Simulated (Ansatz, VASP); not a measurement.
PbS in VASP and in Ansatz

```xyz
2
Lattice="0.0000 3.0539 2.9205 3.0539 0.0000 2.9205 3.0539 3.0539 0.0000" Properties=species:S:1:pos:R:3 pbc="T T T"
Pb    0.0000    0.0000    0.0000
S     3.0539    3.0539    2.9205
```

Change from the starting cell: strain +0.030 along x and y, -0.015 along z, atoms carried along.

Alike in both runs: task single point; functional r2SCAN; k mesh 8 × 8 × 8; occupations gaussian, width 0.05 eV; no spin polarisation.

|  | VASP | Ansatz |
| --- | --- | --- |
| version | VASP 6.6.1 | Ansatz 0.2.0 |
| potentials or method | VASP PAW PBE potentials, release 64 (Pb_d, S), cutoff 520 eV | scalar-relativistic, plane waves, PAW |
| valence electrons in the cell | 20 | 20 |

```tsv
	VASP	Ansatz	Ansatz less VASP
gap on the k mesh at the Fermi level (eV)	0.72	0.71	-0.009
least direct gap on the mesh (eV)	0.72	0.71	-0.009
pressure (GPa)	-0.9	-0.9	+0.02
traceless stress, the component that is largest in VASP (GPa)	3.55	3.53	-0.015
```

VASP's potentials were made for PBE, not for r2SCAN.

Spin-orbit coupling is off throughout.
